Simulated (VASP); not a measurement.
CdS:

```
Cd S
1.0
    -4.02779    3.99832    4.05545
     3.98839   -3.97396    3.99169
     4.03577    3.98194   -4.03109
Cd S
4 4
Direct
  0.35330 0.32758 0.33469
  0.00023 0.00516 0.67518
  0.00702 0.65863 0.99169
  0.66291 0.02606 0.99238
  0.67609 0.66509 0.66927
  0.99759 0.99187 0.33173
  0.98066 0.31812 0.00385
  0.32220 0.00747 0.00121
```

| Item | Value |
| --- | --- |
| Program | VASP 6.6.1 |
| Task | relaxation of cell and atoms |
| Functional | PBE |
| Potentials or basis | VASP PAW PBE potentials, release 64 (Cd, S) |
| Cutoff | 600 eV |
| k mesh | 2 × 2 × 2 |
| Occupations | gaussian, width 0.1 eV |
| Spin | no spin polarisation |

At the start: pressure 1.8 GPa; volume 32.21 Å³/atom.

Where does the relaxation end?

Over 19 steps the energy falls by 71.4 meV/atom and the volume is 33.16 Å³/atom (+3.0 %); space group P1 (No. 1, to 0.1 Å) before, I-43m (No. 217, to 0.1 Å).

The path:
| step | energy change (eV) | largest force (eV/Å) | pressure (GPa) | volume (Å³) |
| --- | --- | --- | --- | --- |
| 1 | 0.0000 | 1.5803 | 1.81 | 257.64 |
| 2 | -0.3694 | 0.7295 | -0.74 | 271.45 |
| 3 | -0.3694 | 0.7239 | -0.76 | 271.63 |
| 4 | -0.4684 | 0.5249 | -0.25 | 267.45 |
| 5 | -0.5204 | 0.4656 | 0.66 | 261.56 |
| 6 | -0.5506 | 0.2306 | -0.14 | 265.76 |
| 7 | -0.5512 | 0.1894 | -0.04 | 265.21 |
| 8 | -0.5581 | 0.1485 | -0.02 | 265.17 |
| 9 | -0.5628 | 0.0925 | 0.02 | 265.08 |
| 10 | -0.5668 | 0.0678 | -0.02 | 265.34 |
| 11 | -0.5674 | 0.0677 | -0.04 | 265.48 |
| 12 | -0.5692 | 0.0454 | 0.05 | 264.96 |
| 13 | -0.5693 | 0.0484 | 0.09 | 264.73 |
| 14 | -0.5698 | 0.0514 | -0.10 | 265.89 |
| 15 | -0.5699 | 0.0406 | -0.04 | 265.53 |
| 16 | -0.5704 | 0.0274 | -0.02 | 265.44 |
| 17 | -0.5707 | 0.0449 | 0.02 | 265.25 |
| 18 | -0.5707 | 0.0328 | 0.00 | 265.31 |
| 19 | -0.5710 | 0.0180 | 0.00 | 265.31 |

Final structure:
```yaml
crystal:
  lattice:
    - [-4.04316, 4.04850, 4.06037]
    - [4.04292, -4.04395, 4.05422]
    - [4.04043, 4.04103, -4.05499]
  atoms:
    - { symbol: Cd, position: [0.32155, 0.32031, 0.32122] }
    - { symbol: Cd, position: [0.00076, 0.00148, 0.67983] }
    - { symbol: Cd, position: [0.99812, 0.67748, 0.99790] }
    - { symbol: Cd, position: [0.67959, 0.00112, 0.00106] }
    - { symbol: S, position: [0.67324, 0.67405, 0.67235] }
    - { symbol: S, position: [0.00083, 0.00048, 0.32714] }
    - { symbol: S, position: [0.99999, 0.32700, 0.00126] }
    - { symbol: S, position: [0.32592, 0.99808, 0.99925] }
```

Caveat: the k points lie up to 0.55 Å⁻¹ apart in the final cell.
